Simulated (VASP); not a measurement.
Cd, 2 atoms in the cell. The structure is hexagonal, space group P6_3/mmc (No. 194). Conventional cell: a = 2.979 Å, b = 2.979 Å, c = 5.618 Å, α = 90.00°, β = 90.00°, γ = 120.00°. Within 3.9 Å of Cd (site symmetry -6m2) lie 12 Cd at 2.98 to 3.29 Å. 

- Program: VASP 6.6.1
- Task: single point
- Functional: PBEsol
- Potentials or basis: VASP PAW PBE potentials, release 64 (Cd)
- Cutoff: 520 eV
- k mesh: 10 × 10 × 5
- Occupations: fermi-dirac, width 0.05 eV
- Spin: no spin polarisation
- Dipole correction: no
- Further INCAR settings: ALGO = Fast; EDIFF = 1e-06; NBANDS = 19

Potentials or basis: VASP PAW PBE potentials, release 64 (Cd).

Launch:

```bash
$ cat potpaw_PBE.64/Cd/POTCAR > POTCAR
$ mpirun -np 1 vasp_std > vasp.out
```

Hardware: 1 thread of Intel(R) Xeon(R) Platinum 8488C (Sapphire Rapids), on a shared host.

Task: Estimate the wall time of this run.

Result: Wall time 16 s on 1 thread of Intel(R) Xeon(R) Platinum 8488C (Sapphire Rapids), on a shared host, peak memory 0.17 GiB. Counts: scf iterations 12, k points 42.
